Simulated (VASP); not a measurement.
# Li2Pd (P6/mmm) in VASP: further runs, part 2 of 2

VASP 6.6.1. Earlier steps stand in the parts before.

**3. Electric field gradients, LDA (volume scaled by 1.04)**

INCAR reads:

```
SYSTEM = Li2Pd
PREC = Accurate
ENCUT = 520
EDIFF = 1E-8
ISMEAR = -1
SIGMA = 0.08
LREAL = .False.
LASPH = .True.
NELM = 80
ALGO = Normal
ISIF = 2
LWAVE = .False.
LCHARG = .False.
LEFG = .True.
NBANDS = 15
```

KPOINTS reads:

```
regular mesh
0
Gamma
  11 11 15
  0 0 0
```

POSCAR reads:

```
Li2Pd
1.0
    4.2823210390      0.0000000000      0.0000000000
   -2.1411605195      3.7085988069      0.0000000000
    0.0000000000      0.0000000000      2.7678501753
Li Pd
2 1
Direct
    0.3333333333      0.6666666667      0.5000000000
    0.6666666667      0.3333333333      0.5000000000
    0.0000000000      0.0000000000      0.0000000000
```

Potentials or basis: VASP PAW LDA potentials, release 64 (Li_sv, Pd).

Launch:

```
$ cat potpaw_LDA.64/Li_sv/POTCAR potpaw_LDA.64/Pd/POTCAR > POTCAR
$ mpirun -np 1 vasp_std > vasp.out
```

OUTCAR:

```text
SYSTEM = Li2Pd
   PREC = Accurate
   ENCUT = 520
   EDIFF = 1E-8
   ISMEAR = -1
   LREAL = .False.
   LASPH = .True.
   NELM = 80
   ISIF = 2

 ion  position               nearest neighbor table
   1  0.333  0.667  0.500-   2 2.47   2 2.47   2 2.47   3 2.83   3 2.83   3 2.83   3 2.83   3 2.83
                             3 2.83
   2  0.667  0.333  0.500-   1 2.47   1 2.47   1 2.47   3 2.83   3 2.83   3 2.83   3 2.83   3 2.83
                             3 2.83
   3  0.000  0.000  0.000-   1 2.83   2 2.83   1 2.83   2 2.83   1 2.83   1 2.83   2 2.83   2 2.83
                             2 2.83   2 2.83   1 2.83   1 2.83

  LATTYP: Found a hexagonal cell.
 ALAT       =     4.2823210390
 C/A-ratio  =     0.6463434549

  Lattice vectors:

 A1 = (   4.2823210390,   0.0000000000,   0.0000000000)
 A2 = (  -2.1411605195,   3.7085988069,   0.0000000000)
 A3 = (   0.0000000000,   0.0000000000,   2.7678501753)

Analysis of symmetry for initial positions (statically):
=====================================================================
 Subroutine PRICEL returns:
 Original cell was already a primitive cell.

 Routine SETGRP: Setting up the symmetry group for a
 hexagonal supercell.

 Subroutine GETGRP returns: Found 24 space group operations
 (whereof 24 operations were pure point group operations)
 out of a pool of 24 trial point group operations.

The static configuration has the point symmetry D_6h.

Analysis of symmetry for dynamics (positions and initial velocities):
=====================================================================
 Subroutine PRICEL returns:
 Original cell was already a primitive cell.

[... 583 lines left out ...]
      4       0.7963      2.00000
      5       1.3005      2.00000
      6       1.5936      2.00000
      7       2.8208      2.00000
      8       2.8507      2.00000
      9       5.4970      0.00000
     10       6.2429      0.00000
     11      10.9312      0.00000
     12      11.9143      0.00000
     13      14.0861      0.00000
     14      14.8603      0.00000
     15      16.3656      0.00000

 [... further k-points ...]
[... 5 lines left out ...]
  --------------------------------------------------------------------------------------
  -------------------------------------------------------------------------------------
  Total       -1.4300925     -1.4300925     -2.4428252      0.0000000      0.0000000      0.0000000
  in kB      -52.1246385    -52.1246385    -89.0371635      0.0000000      0.0000000      0.0000000
  external PRESSURE =     -64.4288135 kB  Pullay stress =       0.0000000 kB

 VOLUME and BASIS-vectors are now :
 -----------------------------------------------------------------------------
  energy-cutoff  :      520.00
  volume of cell :       43.96
      direct lattice vectors                 reciprocal lattice vectors
     4.282321039  0.000000000  0.000000000     0.233518223  0.134821809  0.000000000
    -2.141160520  3.708598807  0.000000000     0.000000000  0.269643618  0.000000000
     0.000000000  0.000000000  2.767850175     0.000000000  0.000000000  0.361291232

 POSITION                                       TOTAL-FORCE (eV/Angst)
 -----------------------------------------------------------------------------------
     -0.00000      2.47240      1.38393         0.000000      0.000000      0.000000
      2.14116      1.23620      1.38393        -0.000000      0.000000      0.000000
      0.00000      0.00000      0.00000         0.000000      0.000000      0.000000
 -----------------------------------------------------------------------------------
    total drift:                                0.000000     -0.000000      0.000000

  FREE ENERGIE OF THE ION-ELECTRON SYSTEM (eV)
  ---------------------------------------------------
  free  energy   TOTEN  =       -11.5893374947 eV

  energy  without entropy=      -11.5746236516  energy(sigma->0) =      -11.58198057

 Electric field gradients (V/A^2)
---------------------------------------------------------------------
 ion       V_xx      V_yy      V_zz      V_xy      V_xz      V_yz
---------------------------------------------------------------------
   1      -0.026    -0.027     0.053    -0.001     0.000    -0.000
   2      -0.026    -0.027     0.053    -0.001     0.000    -0.000
   3      36.146    36.145   -72.290    -0.001    -0.000    -0.000
---------------------------------------------------------------------

 Electric field gradients after diagonalization (V/A^2)
 (convention: |V_zz| > |V_xx| > |V_yy|)
----------------------------------------------------------------------
 ion       V_xx      V_yy      V_zz     asymmetry (V_yy - V_xx)/ V_zz
----------------------------------------------------------------------
   1      -0.027    -0.026     0.053       0.031
   2      -0.027    -0.026     0.053       0.031
   3      36.146    36.144   -72.290       0.000
----------------------------------------------------------------------

           NMR quadrupolar parameters

 Cq : quadrupolar parameter    Cq=e*Q*V_zz/h
 eta: asymmetry parameters     (V_yy - V_xx)/ V_zz
 Q  : nuclear electric quadrupole moment in mb (millibarn)
----------------------------------------------------------------------
 ion       Cq(MHz)       eta       Q (mb)
----------------------------------------------------------------------
   1       0.000       0.031       1.000
   2       0.000       0.031       1.000
   3      -0.175       0.000       1.000
----------------------------------------------------------------------
```

stdout:

```text
POSCAR found type information on POSCAR LiPd
 POSCAR found :  2 types and       3 ions
 scaLAPACK will be used
 LDA part: xc-table for (Slater(with rela. corr.)+CA(PZ))
 , standard interpolation
 POSCAR, INCAR and KPOINTS ok, starting setup
 FFT: planning ... GRIDC
 FFT: planning ... GRID_SOFT
 FFT: planning ... GRID
 WAVECAR not read
 entering main loop
ion   1

ion   2

ion   3
```

Wall time 28 s (1 thread of Intel Xeon 6975P-C (Granite Rapids), shared host); peak memory 0.2 GiB.

Results:

- Free energy: -11.5893 eV
- Band gap on the k mesh: zero (band 8 reaches 5.25 eV, above the bottom of band 9 at 2.98 eV)

Electric field gradients, principal values (V/Å²):
| atom | least | middle | greatest (by size) |
| --- | --- | --- | --- |
| 1 Li | -0.026 | -0.027 | 0.053 |
| 2 Li | -0.026 | -0.027 | 0.053 |
| 3 Pd | 36.144 | 36.146 | -72.290 |

Caveat: the cell differs from its parent crystal (volume scaled by 1.04); the cutoff is under 1.25 times the usual one of these potentials, so pressure, stress and relaxed cells hold a basis-set (Pulay) error; without QUAD_EFG the Cq values of the log hold for a quadrupole moment of 1 mb, not for the nuclei.

**4. Density of states, LDA**

This run uses another cell than the first one, of 14.09 Å³/atom, 0.962 times its volume.

POSCAR reads:

```
Li2Pd
1.0
    4.2267001844      0.0000000000      0.0000000000
   -2.1133500922      3.6604297339      0.0000000000
    0.0000000000      0.0000000000      2.7319000000
Li Pd
2 1
Direct
    0.3333333333      0.6666666667      0.5000000000
    0.6666666667      0.3333333333      0.5000000000
    0.0000000000      0.0000000000      0.0000000000
```

INCAR.step1 reads:

```
SYSTEM = Li2Pd
ALGO = Normal
EDIFF = 1E-7
ENCUT = 520
GGA = CA
ISIF = 2
ISMEAR = -1
LASPH = .TRUE.
LCHARG = .TRUE.
LMAXMIX = 4
LREAL = .FALSE.
LWAVE = .FALSE.
NBANDS = 15
NELM = 80
PREC = Accurate
SIGMA = 0.08
```

KPOINTS.step1 reads:

```
k-points
0
G
  11 11 15
  0 0 0
```

INCAR.step2 reads:

```
SYSTEM = Li2Pd
ALGO = Normal
EDIFF = 1E-7
ENCUT = 520
GGA = CA
ICHARG = 11
ISIF = 2
ISMEAR = -5
LASPH = .TRUE.
LCHARG = .FALSE.
LMAXMIX = 4
LORBIT = 10
LREAL = .FALSE.
LWAVE = .FALSE.
NEDOS = 1001
NELM = 80
PREC = Accurate
SIGMA = 0.08
```

KPOINTS.step2 reads:

```
k-points
0
G
  17 17 23
  0 0 0
```

Launch:

```
$ cat potpaw_LDA.64/Li_sv/POTCAR potpaw_LDA.64/Pd/POTCAR > POTCAR
$ cp INCAR.step1 INCAR
$ cp KPOINTS.step1 KPOINTS
$ mpirun -np 1 vasp_std > vasp.out
$ cp INCAR.step2 INCAR
$ cp KPOINTS.step2 KPOINTS
$ mpirun -np 1 vasp_std > vasp.out
```

It took 56 s on 1 thread of Intel Xeon 6975P-C (Granite Rapids), shared host; peak memory 0.31 GiB.

It converged, with:

- Valence electrons inside the program's atomic spheres: Li 2.11; Pd 9.40

Levels at points of the mesh, in eV from the Fermi level:
| k point | band 4 | band 5 | band 6 | band 7 | band 8 | band 9 | band 10 | band 11 | band 12 |
| --- | --- | --- | --- | --- | --- | --- | --- | --- | --- |
| (0.00, 0.00, 0.00) | -3.62 | -2.93 | -2.93 | -1.10 | -1.10 | 4.12 | 4.12 | 5.48 | 5.48 |

Caveat: the cutoff is under 1.25 times the usual one of these potentials, so pressure, stress and relaxed cells hold a basis-set (Pulay) error; tetrahedron occupations give inexact forces and stress in metals.

**5. Electric field gradients, LDA (zz strain of -1 %)**

INCAR reads:

```
  ALGO = Normal
  EDIFF = 1E-8
  ENCUT = 520
  GGA = CA
  ISIF = 2
  ISMEAR = -1
  LASPH = T
  LCHARG = F
  LEFG = T
  LREAL = F
  LWAVE = F
  NBANDS = 15
  NELM = 60
  PREC = Accurate
  SIGMA = 0.08
```

KPOINTS reads:

```
k-points
0
Gamma
  11 11 15
```

POSCAR, as its differences from that of step 4:

```diff
@@ -4,3 +4,3 @@
    -2.1133500922      3.6604297339      0.0000000000
-    0.0000000000      0.0000000000      2.7319000000
+    0.0000000000      0.0000000000      2.7045810000
 Li Pd
```

Potentials or basis: VASP PAW LDA potentials, release 64 (Li_sv, Pd).

Launch:

```
$ cat potpaw_LDA.64/Li_sv/POTCAR potpaw_LDA.64/Pd/POTCAR > POTCAR
$ mpirun -np 1 vasp_std > vasp.out
```

OUTCAR:

```text
EDIFF = 1E-8
   ENCUT = 520
   GGA = CA
   ISIF = 2
   ISMEAR = -1
   LASPH = T
   LREAL = F
   NELM = 60
   PREC = Accurate

 ion  position               nearest neighbor table
   1  0.333  0.667  0.500-   2 2.44   2 2.44   2 2.44   3 2.79   3 2.79   3 2.79   3 2.79   3 2.79
                             3 2.79
   2  0.667  0.333  0.500-   1 2.44   1 2.44   1 2.44   3 2.79   3 2.79   3 2.79   3 2.79   3 2.79
                             3 2.79
   3  0.000  0.000  0.000-   1 2.79   2 2.79   1 2.79   2 2.79   2 2.79   2 2.79   1 2.79   1 2.79
                             2 2.79   2 2.79   1 2.79   1 2.79

  LATTYP: Found a hexagonal cell.
 ALAT       =     4.2267001844
 C/A-ratio  =     0.6398800203

[... 658 lines left out ...]
 ion       V_xx      V_yy      V_zz      V_xy      V_xz      V_yz
---------------------------------------------------------------------
   1      -0.046    -0.048     0.095    -0.002     0.000    -0.000
   2      -0.046    -0.048     0.095    -0.002     0.000     0.000
   3      41.842    41.842   -83.684    -0.000     0.000     0.000
---------------------------------------------------------------------

 Electric field gradients after diagonalization (V/A^2)
 (convention: |V_zz| > |V_xx| > |V_yy|)
----------------------------------------------------------------------
 ion       V_xx      V_yy      V_zz     asymmetry (V_yy - V_xx)/ V_zz
----------------------------------------------------------------------
   1      -0.049    -0.045     0.095       0.043
   2      -0.049    -0.045     0.095       0.043
   3      41.842    41.842   -83.684       0.000
----------------------------------------------------------------------

           NMR quadrupolar parameters

 Cq : quadrupolar parameter    Cq=e*Q*V_zz/h
 eta: asymmetry parameters     (V_yy - V_xx)/ V_zz
 Q  : nuclear electric quadrupole moment in mb (millibarn)
----------------------------------------------------------------------
 ion       Cq(MHz)       eta       Q (mb)
----------------------------------------------------------------------
   1       0.000       0.043       1.000
   2       0.000       0.043       1.000
   3      -0.202       0.000       1.000
----------------------------------------------------------------------
```

OSZICAR:

```text
N       E                     dE             d eps       ncg     rms          rms(c)
DAV:   1     0.775061494141E+02    0.77506E+02   -0.69941E+03  3840   0.108E+03
DAV:   2    -0.438933864316E+01   -0.81895E+02   -0.73828E+02  4652   0.242E+02
DAV:   3    -0.119231595347E+02   -0.75338E+01   -0.73713E+01  7214   0.486E+01
DAV:   4    -0.120435665720E+02   -0.12041E+00   -0.11984E+00  4331   0.855E+00
DAV:   5    -0.120456807043E+02   -0.21141E-02   -0.21139E-02  5607   0.874E-01    0.524E+00
DAV:   6    -0.118363349012E+02    0.20935E+00   -0.18507E+00  4225   0.130E+01    0.226E+00
DAV:   7    -0.116768710175E+02    0.15946E+00   -0.31481E-01  4169   0.556E+00    0.728E-01
DAV:   8    -0.116656846709E+02    0.11186E-01   -0.15903E-02  5654   0.786E-01    0.336E-01
DAV:   9    -0.116642303293E+02    0.14543E-02   -0.59912E-03  4906   0.688E-01    0.785E-02
DAV:  10    -0.116642567657E+02   -0.26436E-04   -0.13790E-04  4961   0.106E-01    0.175E-02
DAV:  11    -0.116642533931E+02    0.33727E-05   -0.19170E-05  5066   0.417E-02    0.355E-03
DAV:  12    -0.116642532961E+02    0.96954E-07   -0.63356E-07  4957   0.698E-03    0.356E-04
DAV:  13    -0.116642533045E+02   -0.84324E-08   -0.47047E-08  5169   0.139E-03
   1 F= -.11664253E+02 E0= -.11656753E+02  d E =-.150005E-01
```

Run time: 19 s. Hardware: 1 thread of Intel Xeon 6975P-C (Granite Rapids), shared host; peak memory 0.19 GiB.

Results:

* Free energy: -11.6643 eV
* Band gap on the k mesh: zero (band 8 reaches 5.69 eV, above the bottom of band 9 at 3.37 eV)

Electric field gradients, principal values (V/Å²):
| atom | least | middle | greatest (by size) |
| --- | --- | --- | --- |
| 1 Li | -0.045 | -0.049 | 0.095 |
| 2 Li | -0.045 | -0.049 | 0.095 |
| 3 Pd | 41.842 | 41.842 | -83.684 |

Caveat: the cell differs from its parent crystal (zz strain of -1 %); the cutoff is under 1.25 times the usual one of these potentials, so pressure, stress and relaxed cells hold a basis-set (Pulay) error; without QUAD_EFG the Cq values of the log hold for a quadrupole moment of 1 mb, not for the nuclei.

**6. The runs side by side**

| task | cell | k mesh for the DOS | occupations for the DOS | gap on the mesh (eV) |
| --- | --- | --- | --- | --- |
| electric field gradients | a = 4.282, b = 4.282, c = 2.768 Å, angles 90.0, 90.0, 120.0°, 3 atoms | - | - | none |
| density of states | a = 4.227, b = 4.227, c = 2.732 Å, angles 90.0, 90.0, 120.0°, 3 atoms | 17 × 17 × 23 | tetrahedron | - |
| electric field gradients | a = 4.227, b = 4.227, c = 2.705 Å, angles 90.0, 90.0, 120.0°, 3 atoms | - | - | none |

Alike in all rows: level LDA; potentials or basis VASP PAW LDA potentials, release 64 (Li_sv, Pd); no spin polarisation; k mesh 11 × 11 × 15; cutoff (eV) 520; smearing fermi-dirac 0.08 eV.

Caveats: the cutoff is under 1.25 times the usual one of these potentials, so pressure, stress and relaxed cells hold a basis-set (Pulay) error; tetrahedron occupations give inexact forces and stress in metals (some runs).

Absolute energies hang on the potentials; compare differences alone.
